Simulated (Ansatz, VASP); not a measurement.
# HfPt2: VASP beside Ansatz

INCAR

```
SYSTEM = HfPt2
ALGO = Normal ; EDIFF = 1E-7
EDIFFG = -0.04 ; ENCUT = 600
GGA = PE ; IBRION = 2
ISIF = 3 ; ISMEAR = 0
LASPH = .True. ; LCHARG = .False.
LREAL = .False. ; LWAVE = .False.
NELM = 100 ; NSW = 90
PREC = Accurate ; SIGMA = 0.1
```

KPOINTS

```
k-points
0
Gamma
  4 4 6
  0 0 0
```

The input POSCAR:

```
HfPt2
1.0
    5.4846266039      0.0000000000      0.0000000000
    0.0000000000      5.4846266039      0.0000000000
    0.0000000000      0.0000000000      3.5326534874
Hf Pt
2 4
Direct
    0.0000000000      0.0000000000      0.0000000000
    0.5000000000      0.5000000000      0.5000000000
    0.3060000000      0.3060000000      0.0000000000
    0.1940000000      0.8060000000      0.5000000000
    0.6940000000      0.6940000000      0.0000000000
    0.8060000000      0.1940000000      0.5000000000
```

Input for Ansatz:

```yaml
crystal:
  lattice:
    - [5.4846266039, 0.0, 0.0]
    - [0.0, 5.4846266039, 0.0]
    - [0.0, 0.0, 3.5326534874]
  atoms:
    - { symbol: Hf, position: [0.0, 0.0, 0.0] }
    - { symbol: Hf, position: [0.5, 0.5, 0.5] }
    - { symbol: Pt, position: [0.306, 0.306, 0.0] }
    - { symbol: Pt, position: [0.194, 0.806, 0.5] }
    - { symbol: Pt, position: [0.694, 0.694, 0.0] }
    - { symbol: Pt, position: [0.806, 0.194, 0.5] }
basis:
  ecutwfc: 420
kpoints:
  mp_grid: { grid: [4, 4, 6] }
hamiltonian:
  xc: pbe
scf:
  occupations: { method: gaussian, width: 0.1 }
  lower_state_search: "off"
output:
  forces: true
  stress: true
  eigenvalues: true
relax:
  adjacent_minimum: "off"
  f_tol: 0.04
  max_steps: 70
  cell: { stress_tol: 0.4 }
```

Alike in both runs: task relaxation of cell and atoms; functional PBE; k mesh 4 × 4 × 6; occupations gaussian, width 0.1 eV; no spin polarisation.

```csv
,VASP,Ansatz
version,VASP 6.6.1,Ansatz 0.2.0
potentials or method,"VASP PAW PBE potentials, release 64 (Hf_pv, Pt), cutoff 600 eV","scalar-relativistic, plane waves, PAW"
valence electrons in the cell,60,124
```

VASP gave:

| Quantity | Value |
| --- | --- |
| gap on the k mesh at the Fermi level, each at its own relaxed structure (eV) | none |
| relaxed volume (Å³/atom) | 23.60 |
| relaxed cell length with the largest relative difference (Å) | 4.582 |

Problem. Estimate Ansatz's values.

Solution. gap on the k mesh at the Fermi level, each at its own relaxed structure (eV): none; relaxed volume (Å³/atom): 23.67; relaxed cell length with the largest relative difference (Å): 4.607.

A gap of «none» marks a metal or a gap that the smearing closes. VASP's potentials hold 60 valence electrons a cell and Ansatz's 124, so a difference there can come from the potentials and not from the codes.

Spin-orbit coupling is off throughout. Noted on VASP's run: the volume moved by over 15 % at a fixed basis, so the end points are rough.
